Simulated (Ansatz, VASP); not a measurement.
**SnTe in VASP and in Ansatz**

```
Sn Te
1.0
     0.00000    3.15650    3.15650
     3.15650    0.00000    3.15650
     3.15650    3.15650    0.00000
Sn Te
1 1
Direct
  0.00000 0.00000 0.00000
  0.53430 0.53430 0.53430
```

Change from the starting cell: all Te atoms moved +0.375 Å, as atom 2 along Cartesian [1 1 1].

Alike in both runs: task single point; functional PBEsol; k mesh 10 × 10 × 10; occupations gaussian, width 0.03 eV; no spin polarisation.

|  | VASP | Ansatz |
| --- | --- | --- |
| version | VASP 6.6.1 | Ansatz 0.2.0 |
| potentials or method | VASP PAW PBE potentials, release 64 (Sn_d, Te), cutoff 520 eV | scalar-relativistic, plane waves, PAW |
| valence electrons in the cell | 20 | 30 |

|  | VASP | Ansatz | Ansatz less VASP |
| --- | --- | --- | --- |
| gap on the k mesh at the Fermi level (eV) | 0.39 | 0.37 | -0.012 |
| least direct gap on the mesh (eV) | 0.39 | 0.37 | -0.012 |
| pressure (GPa) | 1.3 | 1.3 | -0.02 |
| traceless stress, the component that is largest in VASP (GPa) | 0.19 | 0.21 | +0.012 |
| rms of the force components (eV/Å) | 0.330 | 0.321 | -0.0082 |

VASP's potentials were made for PBE, not for PBEsol. Atom by atom the forces differ by 0.008 eV/Å (rms over components). VASP's potentials hold 20 valence electrons a cell and Ansatz's 30, so a difference there can come from the potentials and not from the codes.

Spin-orbit coupling is off throughout.
